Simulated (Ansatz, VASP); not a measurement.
## CuAu: VASP beside Ansatz

```
Cu Au
1.0
     2.80000    0.00000    0.00000
     0.00000    2.80000    0.00000
     0.00000    0.00000    3.67000
Cu Au
1 1
Direct
  0.50000 0.50000 0.50000
  0.00000 0.00000 0.00000
```

Alike in both runs: task single point; functional PBE; dispersion D4; k mesh 6 × 6 × 4; occupations gaussian, width 0.1 eV; no spin polarisation.

|  | VASP | Ansatz |
| --- | --- | --- |
| version | VASP 6.6.1 | Ansatz 0.2.0 |
| potentials or method | VASP PAW PBE potentials, release 64 (Cu, Au), cutoff 520 eV | scalar-relativistic, plane waves, PAW |
| valence electrons in the cell | 22 | 38 |

VASP gave:

* gap on the k mesh at the Fermi level (eV): none
* pressure (GPa): 1.2
* traceless stress, the component that is largest in VASP (GPa): -2.16

Q: Estimate Ansatz's values.

A: gap on the k mesh at the Fermi level (eV): none; pressure (GPa): 1.2; traceless stress, the component that is largest in VASP (GPa): -2.24.

A gap of «none» marks a metal or a gap that the smearing closes. VASP's potentials hold 22 valence electrons a cell and Ansatz's 38, so a difference there can come from the potentials and not from the codes.

The k mesh is coarse, so the values compare programs but aren't converged. Spin-orbit coupling is off throughout.
